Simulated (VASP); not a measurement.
# WC (Fm-3m) in VASP: further runs

Runs on WC. Level: LDA. Tasks: single point.

Everything below comes from runs of VASP 6.6.1. Logs are shortened: lines on timing, memory, paths and dates and some standing lists are left out, and cuts for length are marked.

## (1) The cell of the first run

It takes space group Fm-3m (No. 225, cubic). Conventional cell: a = 4.385 Å, b = 4.385 Å, c = 4.385 Å, α = 90.00°, β = 90.00°, γ = 90.00°. W (site symmetry m-3m) has 6 C at 2.19 Å within 2.9 Å. C (site symmetry m-3m) has 6 W at 2.19 Å within 2.9 Å.

## (2) Single point, LDA

Input file INCAR:

```
SYSTEM = WC
ALGO = Normal ; EDIFF = 1E-7
ENCUT = 520 ; ISIF = 2
ISMEAR = 1 ; LASPH = .TRUE.
LCHARG = .TRUE. ; LELF = .TRUE.
LREAL = .FALSE. ; LVHAR = .TRUE.
LWAVE = .FALSE. ; NBANDS = 16
NELM = 80 ; PREC = Accurate
SIGMA = 0.5
```

Input file KPOINTS:

```
k-points
0
G
  13 13 13
  0 0 0
```

Input file POSCAR:

```
WC
1.0
    0.0000000000      2.1926840000      2.1926840000
    2.1926840000      0.0000000000      2.1926840000
    2.1926840000      2.1926840000      0.0000000000
W C
1 1
Direct
    0.0000000000      0.0000000000      0.0000000000
    0.5000000000      0.5000000000      0.5000000000
```

Potentials or basis: VASP PAW LDA potentials, release 64 (W_sv, C).

Launch:

```sh
cat potpaw_LDA.64/W_sv/POTCAR potpaw_LDA.64/C/POTCAR > POTCAR
mpirun -np 1 vasp_std > vasp.out
```

OUTCAR:

```text
SYSTEM = WC
   EDIFF = 1E-7
   ENCUT = 520
   ISIF = 2
   ISMEAR = 1
   LASPH = .TRUE.
   LREAL = .FALSE.
   NELM = 80
   PREC = Accurate

 ion  position               nearest neighbor table
   1  0.000  0.000  0.000-   2 2.19   2 2.19   2 2.19   2 2.19   2 2.19   2 2.19
   2  0.500  0.500  0.500-   1 2.19   1 2.19   1 2.19   1 2.19   1 2.19   1 2.19

  LATTYP: Found a face centered cubic cell.
 ALAT       =     4.3853680000

  Lattice vectors:

 A1 = (   0.0000000000,   2.1926840000,   2.1926840000)
 A2 = (   2.1926840000,   0.0000000000,   2.1926840000)
 A3 = (   2.1926840000,   2.1926840000,   0.0000000000)

Analysis of symmetry for initial positions (statically):
=====================================================================
 Subroutine PRICEL returns:
 Original cell was already a primitive cell.

 Routine SETGRP: Setting up the symmetry group for a
 face centered cubic supercell.

 Subroutine GETGRP returns: Found 48 space group operations
 (whereof 48 operations were pure point group operations)
 out of a pool of 48 trial point group operations.

The static configuration has the point symmetry O_h .

Analysis of symmetry for dynamics (positions and initial velocities):
=====================================================================
 Subroutine PRICEL returns:
 Original cell was already a primitive cell.

 Routine SETGRP: Setting up the symmetry group for a
 face centered cubic supercell.

 Subroutine GETGRP returns: Found 48 space group operations
 (whereof 48 operations were pure point group operations)
 out of a pool of 48 trial point group operations.

The dynamic configuration has the point symmetry O_h .

 Subroutine INISYM returns: Found 48 space group operations
 (whereof 48 operations are pure point group operations),
 and found     1 'primitive' translations

----------------------------------------------------------------------------------------

                                     Primitive cell

  volume of cell :      21.0842

  direct lattice vectors                    reciprocal lattice vectors
     0.000000000  2.192684000  2.192684000    -0.228031034  0.228031034  0.228031034
     2.192684000  0.000000000  2.192684000     0.228031034 -0.228031034  0.228031034
     2.192684000  2.192684000  0.000000000     0.228031034  0.228031034 -0.228031034

  length of vectors
     3.100923451  3.100923451  3.100923451     0.394961337  0.394961337  0.394961337

  position of ions in fractional coordinates (direct lattice)
     0.000000000  0.000000000  0.000000000
[... 79 lines left out ...]
   LREAL  =      F    real-space projection
   EDIFFG = 0.1E-05   stopping-criterion for IOM
   NSW    =      0    number of steps for IOM
   IBRION =     -1    ionic relax: 0-MD 1-quasi-New 2-CG
   NFREE  =      0    steps in history (QN), initial steepest desc. (CG)
   ISIF   =      2    stress and relaxation
   ISYM   =      2    0-nonsym 1-usesym 2-fastsym
   POTIM  = 0.5000    time-step for ionic-motion
   TEBEG  =    0.0;   TEEND  =   0.0 temperature during run
   PSTRESS=    0.0 pullay stress
   NELECT =      18.0000    total number of electrons
   NUPDOWN=      -1.0000    fix difference up-down
   EMIN   =  10.00;   EMAX   =-10.00  energy-range for DOS
   EFERMI =   0.00;   METHOD = LEGACY
   ISMEAR =     1;   SIGMA  =   0.50  broadening in eV -4-tet -1-fermi 0-gaus
   EFERMI_NEDOS =   21; number of points for ismear=-14 and -15
   IALGO  =     38    algorithm
   IMIX   =      4    mixing-type and parameters
     AMIX     =   0.40;   BMIX     =  1.00
     AMIX_MAG =   1.60;   BMIX_MAG =  1.00
  volume/ion in A,a.u.               =      10.54        71.14
  Fermi-wavevector in a.u.,A,eV,Ry     =   1.553029  2.934800 32.815887  2.411900
  Thomas-Fermi vector in A             =   2.657319
   LORBIT       =      0    0 simple, 1 ext, 2 COOP (PROOUT), +10 PAW based schemes
   GGA     = CA    functional components
   LHFCALC =     F    Hartree Fock is set to
   AEXX    =    0.0000 exact exchange contribution
   IVDW    =     0    specifies the selected vdW correction
   LEPSILON=     F    determine dielectric tensor
   LRPA    =     F    only Hartree local field effects (RPA)
 non-spin polarized calculation
 Methfessel and Paxton  Order N= 1 SIGMA  =   0.50
  energy-cutoff  :      520.00
  volume of cell :       21.08
 maximum number of plane-waves:       578
   NGX = 11   NGY = 11   NGZ = 11

 number of electron      18.0000001 magnetization

 Free energy of the ion-electron system (eV)
  ---------------------------------------------------
  ext. energy  EPLUGINS =         0.00000000
  ---------------------------------------------------
  free energy    TOTEN  =       -23.77474418 eV

  energy without entropy =      -23.78065780  energy(sigma->0) =      -23.77671538

 E-fermi :  12.2791     XC(G=0): -13.8950

 val. band max:       12.2350088101   @ k =   0.2308   0.0000   0.0000
 cond. band min:      12.3600615941   @ k =   0.3077   0.2308   0.0769
 fundamental gap:      0.1250527840
 Fermi energy:        12.2791391279

 k-point     1 :       0.0000    0.0000    0.0000
  band No.  band energies     occupation
      1     -62.6813      2.00000
      2     -26.9325      2.00000
      3     -26.9325      2.00000
      4     -26.9325      2.00000
      5      -3.3302      2.00000
      6       9.5231      2.00000
[... 433 lines left out ...]
      3     -27.0645      2.00000
      4     -27.0335      2.00000
      5       0.2537      2.00000
      6       3.8002      2.00000
[... 8 lines left out ...]
     15      23.9429      0.00000
     16      25.8144      0.00000

 [... further k-points ...]

------------------------ aborting loop because EDIFF is reached ----------------------------------------

  FORCE on cell =-STRESS in cart. coord.  units (eV):
  Direction    XX          YY          ZZ          XY          YZ          ZX
  --------------------------------------------------------------------------------------
  -------------------------------------------------------------------------------------
  Total       -1.8468364     -1.8468364     -1.8468364      0.0000000      0.0000000      0.0000000
  in kB     -140.3398058   -140.3398058   -140.3398058      0.0000000      0.0000000      0.0000000
  external PRESSURE =    -140.3398058 kB  Pullay stress =       0.0000000 kB

 VOLUME and BASIS-vectors are now :
 -----------------------------------------------------------------------------
  energy-cutoff  :      520.00
  volume of cell :       21.08
      direct lattice vectors                 reciprocal lattice vectors
     0.000000000  2.192684000  2.192684000    -0.228031034  0.228031034  0.228031034
     2.192684000  0.000000000  2.192684000     0.228031034 -0.228031034  0.228031034
     2.192684000  2.192684000  0.000000000     0.228031034  0.228031034 -0.228031034

 POSITION                                       TOTAL-FORCE (eV/Angst)
 -----------------------------------------------------------------------------------
      0.00000      0.00000      0.00000         0.000000      0.000000      0.000000
      2.19268      2.19268      2.19268        -0.000000     -0.000000      0.000000
 -----------------------------------------------------------------------------------
    total drift:                                0.000000     -0.000000     -0.000000

  FREE ENERGIE OF THE ION-ELECTRON SYSTEM (eV)
  ---------------------------------------------------
  free  energy   TOTEN  =       -23.7747441783 eV

  energy  without entropy=      -23.7806577956  energy(sigma->0) =      -23.77671538
```

OSZICAR:

```text
N       E                     dE             d eps       ncg     rms          rms(c)
DAV:   1     0.106827586915E+03    0.10683E+03   -0.93451E+03  2696   0.125E+03
DAV:   2    -0.239780630275E+02   -0.13081E+03   -0.12624E+03  3264   0.333E+02
DAV:   3    -0.272675949295E+02   -0.32895E+01   -0.32764E+01  2960   0.501E+01
DAV:   4    -0.272847500681E+02   -0.17155E-01   -0.17154E-01  3496   0.411E+00
DAV:   5    -0.272848769052E+02   -0.12684E-03   -0.12683E-03  2984   0.336E-01    0.308E+01
DAV:   6    -0.239231267700E+02    0.33618E+01   -0.87854E+00  3368   0.277E+01    0.767E+00
DAV:   7    -0.238120875223E+02    0.11104E+00   -0.57347E-01  2760   0.608E+00    0.645E+00
DAV:   8    -0.237769664183E+02    0.35121E-01   -0.97263E-02  3040   0.243E+00    0.141E+00
DAV:   9    -0.237748981639E+02    0.20683E-02   -0.38246E-03  2928   0.546E-01    0.129E-01
DAV:  10    -0.237747433684E+02    0.15480E-03   -0.40987E-04  3304   0.222E-01    0.466E-02
DAV:  11    -0.237747441484E+02   -0.77998E-06   -0.13175E-05  2976   0.362E-02    0.928E-03
DAV:  12    -0.237747441783E+02   -0.29913E-07   -0.45311E-07  3264   0.793E-03
   1 F= -.23774744E+02 E0= -.23776715E+02  d E =0.591362E-02
```

Wall time 14 s (1 thread of Intel Xeon 6975P-C, shared host); peak memory 0.15 GiB.

Results:

- Free energy: -23.7747 eV
- Pressure: -14.0 GPa
- Band gap on the k mesh: zero (band 9 reaches 13.22 eV, above the bottom of band 10 at 10.18 eV)

Caveat: spin-orbit coupling is left out, which moves the levels of the heavy elements.

## (3) Single point, LDA

Input file INCAR:

```
ALGO = Normal
EDIFF = 1E-6
ENCUT = 520
GGA = CA
ISIF = 2
ISMEAR = 1
LASPH = T
LCHARG = F
LREAL = F
LWAVE = F
NBANDS = 16
NELM = 60
PREC = Accurate
SIGMA = 0.3
```

Input file KPOINTS:

```
k-points
0
Gamma
  13 13 13
```

POSCAR is that of step 2.

Potentials or basis: VASP PAW LDA potentials, release 64 (W_sv, C).

Launch:

```sh
cat potpaw_LDA.64/W_sv/POTCAR potpaw_LDA.64/C/POTCAR > POTCAR
mpirun -np 1 vasp_std > vasp.out
```

Run time: 13 s. Hardware: 1 thread of Intel Xeon 6975P-C, shared host; peak memory 0.15 GiB.

The run converged. Its results:

```yaml
Free_energy: -23.7757 eV
Pressure: -14.0 GPa
Band_gap_on_the_k_mesh: zero (band 9 reaches 13.22 eV, above the bottom of band 10 at 10.19 eV)
```

Levels at points of the mesh, in eV from the Fermi level:
```
           k point  band 7  band 8  band 9  band 10  band 11  band 12
(0.00, 0.00, 0.00)   -2.77   -2.77   -1.03    -1.03    -1.03    -0.99
```

Caveat: spin-orbit coupling is left out, which moves the levels of the heavy elements.

## (4) Single point, LDA

Input file INCAR:

```
PREC = Accurate ; ENCUT = 520
EDIFF = 1E-6 ; ISMEAR = 1
SIGMA = 0.2 ; LREAL = F
LASPH = T ; NELM = 60
ALGO = Normal ; ISIF = 2
LWAVE = F ; LCHARG = F
NBANDS = 16
```

Input file KPOINTS:

```
Automatic mesh
0
Gamma
  13 13 13
```

POSCAR is that of step 3.

Launch:

```sh
cat potpaw_LDA.64/W_sv/POTCAR potpaw_LDA.64/C/POTCAR > POTCAR
mpirun -np 1 vasp_std > vasp.out
```

Run time: 13 s. Hardware: 1 thread of Intel Xeon 6975P-C, shared host; peak memory 0.15 GiB.

The run converged. Its results:

* Free energy: -23.7758 eV
* Pressure: -14.0 GPa
* Band gap on the k mesh: zero (band 9 reaches 13.22 eV, above the bottom of band 10 at 10.18 eV)

Levels at points of the mesh, in eV from the Fermi level:
| k point | band 6 | band 7 | band 8 | band 9 | band 10 | band 11 | band 12 | band 13 |
| --- | --- | --- | --- | --- | --- | --- | --- | --- |
| (0.00, 0.00, 0.00) | -2.76 | -2.76 | -2.76 | -1.02 | -1.02 | -1.02 | -0.98 | -0.98 |

Caveat: spin-orbit coupling is left out, which moves the levels of the heavy elements.

## (5) Single point, LDA

Input file INCAR:

```
SYSTEM = WC
PREC = Accurate
ENCUT = 520
EDIFF = 1E-6
ISMEAR = 1
SIGMA = 0.1
LREAL = .FALSE.
LASPH = .TRUE.
NELM = 60
ALGO = Normal
ISIF = 2
LWAVE = .FALSE.
LCHARG = .FALSE.
GGA = CA
NBANDS = 16
```

Input file KPOINTS:

```
Automatic mesh
0
G
  13 13 13
  0 0 0
```

POSCAR is that of step 4.

Potentials or basis: VASP PAW LDA potentials, release 64 (W_sv, C).

Launch:

```sh
cat potpaw_LDA.64/W_sv/POTCAR potpaw_LDA.64/C/POTCAR > POTCAR
mpirun -np 1 vasp_std > vasp.out
```

OUTCAR:

```text
SYSTEM = WC
   PREC = Accurate
   ENCUT = 520
   EDIFF = 1E-6
   ISMEAR = 1
   LREAL = .FALSE.
   LASPH = .TRUE.
   NELM = 60
   ISIF = 2
   GGA = CA

 ion  position               nearest neighbor table
   1  0.000  0.000  0.000-   2 2.19   2 2.19   2 2.19   2 2.19   2 2.19   2 2.19
   2  0.500  0.500  0.500-   1 2.19   1 2.19   1 2.19   1 2.19   1 2.19   1 2.19

  LATTYP: Found a face centered cubic cell.
 ALAT       =     4.3853680000

  Lattice vectors:

 A1 = (   0.0000000000,   2.1926840000,   2.1926840000)
 A2 = (   2.1926840000,   0.0000000000,   2.1926840000)
 A3 = (   2.1926840000,   2.1926840000,   0.0000000000)

Analysis of symmetry for initial positions (statically):
=====================================================================
 Subroutine PRICEL returns:
 Original cell was already a primitive cell.

 Routine SETGRP: Setting up the symmetry group for a
 face centered cubic supercell.

 Subroutine GETGRP returns: Found 48 space group operations
 (whereof 48 operations were pure point group operations)
 out of a pool of 48 trial point group operations.

The static configuration has the point symmetry O_h .

Analysis of symmetry for dynamics (positions and initial velocities):
=====================================================================
[... 163 lines left out ...]
 Fermi energy:        12.2436163890

 k-point     1 :       0.0000    0.0000    0.0000
  band No.  band energies     occupation
      1     -62.6789      2.00000
      2     -26.9304      2.00000
      3     -26.9304      2.00000
      4     -26.9304      2.00000
      5      -3.3309      2.00000
      6       9.5242      2.00000
[... 433 lines left out ...]
      3     -27.0624      2.00000
      4     -27.0314      2.00000
      5       0.2528      2.00000
      6       3.8000      2.00000
[... 8 lines left out ...]
     15      23.9427      0.00000
     16      25.8144      0.00000

 [... further k-points ...]

------------------------ aborting loop because EDIFF is reached ----------------------------------------

  FORCE on cell =-STRESS in cart. coord.  units (eV):
  Direction    XX          YY          ZZ          XY          YZ          ZX
  --------------------------------------------------------------------------------------
  -------------------------------------------------------------------------------------
  Total       -1.8450434     -1.8450434     -1.8450434      0.0000000     -0.0000000     -0.0000000
  in kB     -140.2035567   -140.2035567   -140.2035567      0.0000000     -0.0000000     -0.0000000
  external PRESSURE =    -140.2035567 kB  Pullay stress =       0.0000000 kB

 VOLUME and BASIS-vectors are now :
 -----------------------------------------------------------------------------
  energy-cutoff  :      520.00
  volume of cell :       21.08
      direct lattice vectors                 reciprocal lattice vectors
     0.000000000  2.192684000  2.192684000    -0.228031034  0.228031034  0.228031034
     2.192684000  0.000000000  2.192684000     0.228031034 -0.228031034  0.228031034
     2.192684000  2.192684000  0.000000000     0.228031034  0.228031034 -0.228031034

 POSITION                                       TOTAL-FORCE (eV/Angst)
 -----------------------------------------------------------------------------------
      0.00000      0.00000      0.00000        -0.000000     -0.000000     -0.000000
      2.19268      2.19268      2.19268         0.000000      0.000000      0.000000
 -----------------------------------------------------------------------------------
    total drift:                                0.000000     -0.000000     -0.000000

  FREE ENERGIE OF THE ION-ELECTRON SYSTEM (eV)
  ---------------------------------------------------
  free  energy   TOTEN  =       -23.7765655612 eV

  energy  without entropy=      -23.7768975018  energy(sigma->0) =      -23.77667621
```

stdout:

```text
POSCAR found type information on POSCAR W C
 POSCAR found :  2 types and       2 ions
 scaLAPACK will be used
 LDA part: xc-table for (Slater(with rela. corr.)+CA(PZ))
 , standard interpolation
 POSCAR, INCAR and KPOINTS ok, starting setup
 FFT: planning ... GRIDC
 FFT: planning ... GRID_SOFT
 FFT: planning ... GRID
 WAVECAR not read
 entering main loop
```

Wall time 11 s (1 thread of Intel Xeon 6975P-C, shared host); peak memory 0.15 GiB.

What came out:

```yaml
Free_energy: -23.7766 eV
Pressure: -14.0 GPa
Band_gap_on_the_k_mesh: zero (band 9 reaches 13.22 eV, above the bottom of band 10 at 10.18 eV)
```

Levels at points of the mesh, in eV from the Fermi level:
| k point | band 6 | band 7 | band 8 | band 9 | band 10 | band 11 | band 12 | band 13 |
| --- | --- | --- | --- | --- | --- | --- | --- | --- |
| (0.00, 0.00, 0.00) | -2.72 | -2.72 | -2.72 | -0.99 | -0.99 | -0.99 | -0.94 | -0.94 |

Caveat: spin-orbit coupling is left out, which moves the levels of the heavy elements.

## (6) Overview

```csv
smearing,gap on the mesh (eV),pressure (GPa)
methfessel-paxton 0.5 eV,none,-14.0
methfessel-paxton 0.3 eV,none,-14.0
methfessel-paxton 0.2 eV,none,-14.0
methfessel-paxton 0.1 eV,none,-14.0
```

Alike in all rows: task single point; level LDA; potentials or basis VASP PAW LDA potentials, release 64 (W_sv, C); no spin polarisation; cell as given; k mesh 13 × 13 × 13; cutoff (eV) 520.

Every run on the cell as given and a fine mesh finds a metal.

Caveats: spin-orbit coupling is left out, which moves the levels of the heavy elements.

Absolute energies hang on the potentials; compare differences alone.
